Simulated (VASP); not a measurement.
Here is a VASP 6.6.1 calculation.

File INCAR:

```
PREC = Accurate
ENCUT = 520
EDIFF = 1E-6
ISMEAR = 1
SIGMA = 0.1
LREAL = Auto
LASPH = T
NELM = 60
ALGO = Normal
ISIF = 2
LWAVE = F
LCHARG = F
GGA = PE
NBANDS = 240
```

The input KPOINTS:

```
regular mesh
0
Gamma
  1 1 1
```

File POSCAR:

```
Ti36H
1.0
    8.8180724700      0.0000000900      0.0000000000
   -4.4090363100      7.6366747300      0.0000000000
    0.0000000000      0.0000000000      9.2970418600
Ti H
36 1
Direct
    0.1084517766      0.2204399231      0.1238805867
    0.2201975556      0.1030660606      0.3754593184
    0.1084031051      0.2203820445      0.6275789749
    0.2211760143      0.1114495523      0.8756018444
    0.1115775158      0.5549817348      0.1246791202
    0.2210658655      0.4466197790      0.3754528647
    0.1115624753      0.5548951788      0.6266279197
    0.2214202037      0.4438621651      0.8755996932
    0.1114614040      0.8887712558      0.1246891234
    0.2236096920      0.7767281166      0.3757380092
    0.1114256174      0.8887618276      0.6266620166
    0.2211409746      0.7775232271      0.8758213766
    0.4455752842      0.2209825637      0.1241108750
    0.5589319602      0.1088211793      0.3758694489
    0.4455004758      0.2209551958      0.6272774811
    0.5540204472      0.1114382870      0.8757727590
    0.4459377054      0.5577452374      0.1239460914
    0.5654482271      0.4479006989      0.3754470564
    0.4458858664      0.5576730855      0.6274766843
    0.5541329030      0.4442569666      0.8756000159
    0.4451466981      0.8889856122      0.1253129778
    0.5589738791      0.7804274976      0.3758690186
    0.4449999268      0.8888887114      0.6262282227
    0.5544425811      0.7775490197      0.8757678112
    0.7774515402      0.2213624372      0.1252909278
    0.8872609845      0.1087486307      0.3758735362
    0.7774464440      0.2214048640      0.6262471534
    0.8875333953      0.1108302959      0.8757714682
    0.7779133713      0.5551626958      0.1246893386
    0.8911341718      0.4441666091      0.3757503787
    0.7778290197      0.5551003650      0.6266675022
    0.8879918720      0.4443587085      0.8758265395
    0.7776117590      0.8887554034      0.1252733953
    0.8909762652      0.7769741582      0.3757680188
    0.7776020869      0.8886668832      0.6262559734
    0.8879133412      0.7776198581      0.8758347142
    0.3363572744      0.3323365286      0.3761079118
```

Potentials or basis: VASP PAW PBE potentials, release 64 (Ti_sv, H).

Command:

```console
$ cat potpaw_PBE.64/Ti_sv/POTCAR potpaw_PBE.64/H/POTCAR > POTCAR
$ mpirun -np 1 vasp_gam > vasp.out
```

Question: Estimate the pressure.

Answer: -0.4 GPa.

Question: Predict the largest force.

Answer: 0.053 eV/Å.

Question: Predict the band gap on the k mesh.

Answer: Zero (an odd number of electrons rules out a gap without spin polarisation).

Forces on the atoms (eV/Å):
```
Ti  -0.007 -0.006  0.009
Ti  -0.010 -0.039  0.001
Ti   0.004 -0.002 -0.004
Ti   0.009  0.012  0.001
Ti   0.005  0.004  0.005
Ti  -0.051  0.015  0.003
Ti   0.002  0.001 -0.004
Ti  -0.002 -0.005  0.000
Ti   0.008 -0.003  0.011
Ti  -0.012  0.005  0.003
Ti   0.005  0.004  0.005
Ti   0.001 -0.003 -0.014
Ti   0.009 -0.009  0.011
Ti  -0.008  0.001 -0.011
Ti   0.011 -0.007 -0.013
Ti  -0.003  0.011  0.001
Ti  -0.002  0.004  0.008
Ti   0.015  0.024  0.012
Ti   0.005  0.011 -0.004
Ti   0.004  0.003 -0.002
Ti  -0.005  0.005  0.001
Ti  -0.006  0.003 -0.012
Ti   0.002  0.001  0.003
Ti   0.011 -0.006  0.001
Ti   0.004 -0.001  0.000
Ti  -0.004  0.002 -0.011
Ti   0.001 -0.006  0.005
Ti   0.011  0.014 -0.006
Ti   0.003  0.000  0.009
Ti   0.001 -0.001 -0.011
Ti   0.002 -0.009  0.002
Ti  -0.007 -0.009  0.003
Ti  -0.003 -0.005  0.000
Ti  -0.001 -0.005 -0.011
Ti   0.000  0.000  0.012
Ti   0.006 -0.003 -0.012
H    0.004 -0.001  0.009
```

Caveat: the k points lie up to 0.82 Å⁻¹ apart, too coarse for converged energies and pressures of a metal.
